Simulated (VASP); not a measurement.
NiO2:

```
Ni O
1.0
     2.79878    0.00000    0.00000
    -1.39939    2.42382    0.00000
     0.00000    0.00000    4.61827
Ni O
1 2
Direct
  0.00000 0.00000 0.50000
  0.66667 0.33333 0.70604
  0.33333 0.66667 0.29396
```

| Property | Result |
| --- | --- |
| Program | VASP 6.6.1 |
| Task | relaxation of cell and atoms |
| Functional | r2SCAN |
| Potentials or basis | VASP PAW PBE potentials, release 64 (Ni, O) |
| Cutoff | 600 eV |
| k mesh | 12 × 12 × 6 |
| Occupations | gaussian, width 0.02 eV |
| Spin | no spin polarisation |

At the start: pressure -4.4 GPa; volume 10.44 Å³/atom.

Problem. How do energy, volume and symmetry change on relaxing?

Solution. Over 24 steps the energy falls by 3.4 meV/atom and the volume is 10.05 Å³/atom (-3.7 %); space group P-3m1 (No. 164, to 0.05 Å).

The path:
| step | energy change (eV) | largest force (eV/Å) | pressure (GPa) | volume (Å³) |
| --- | --- | --- | --- | --- |
| 1 | 0.0000 | 0.3095 | -4.36 | 31.33 |
| 2 | 0.0134 | 0.6057 | 7.15 | 30.06 |
| 3 | -0.0089 | 0.0287 | -0.17 | 30.83 |
| 4 | -0.0089 | 0.0357 | -0.08 | 30.82 |
| 5 | -0.0090 | 0.0257 | -0.05 | 30.78 |
| 6 | -0.0092 | 0.0024 | 0.02 | 30.67 |
| 7 | -0.0093 | 0.0047 | -0.01 | 30.66 |
| 8 | -0.0095 | 0.0095 | -0.08 | 30.60 |
| 9 | -0.0098 | 0.0189 | -0.41 | 30.49 |
| 10 | -0.0098 | 0.0369 | -0.87 | 30.26 |
| 11 | -0.0099 | 0.0277 | -0.57 | 30.38 |
| 12 | -0.0099 | 0.0184 | -0.49 | 30.34 |
| 13 | -0.0101 | 0.0091 | -0.21 | 30.23 |
| 14 | -0.0099 | 0.0639 | 0.44 | 30.01 |
| 15 | -0.0101 | 0.0246 | 0.01 | 30.17 |
| 16 | -0.0101 | 0.0198 | -0.03 | 30.18 |
| 17 | -0.0101 | 0.0165 | -0.14 | 30.20 |
| 18 | -0.0101 | 0.0191 | -0.04 | 30.19 |
| 19 | -0.0101 | 0.0176 | -0.08 | 30.19 |
| 20 | -0.0101 | 0.0141 | -0.06 | 30.19 |
| 21 | -0.0101 | 0.0108 | -0.01 | 30.17 |
| 22 | -0.0101 | 0.0011 | 0.11 | 30.14 |
| 23 | -0.0101 | 0.0060 | 0.03 | 30.16 |
| 24 | -0.0101 | 0.0013 | 0.00 | 30.16 |

Final structure:
```cif
data_structure
_symmetry_space_group_name_H-M 'P 1'
_symmetry_Int_Tables_number 1
_cell_length_a 2.7819
_cell_length_b 2.7819
_cell_length_c 4.5001
_cell_angle_alpha 90.000
_cell_angle_beta 90.000
_cell_angle_gamma 120.000
_cell_volume 30.16
loop_
_atom_site_label
_atom_site_type_symbol
_atom_site_fract_x
_atom_site_fract_y
_atom_site_fract_z
_atom_site_occupancy
Ni1 Ni 0.00000 0.00000 0.50000 1
O1 O 0.66667 0.33333 0.70941 1
O2 O 0.33333 0.66667 0.29059 1
```

Caveat: the PAW data sets were made with another functional, which shifts forces and pressure a little.
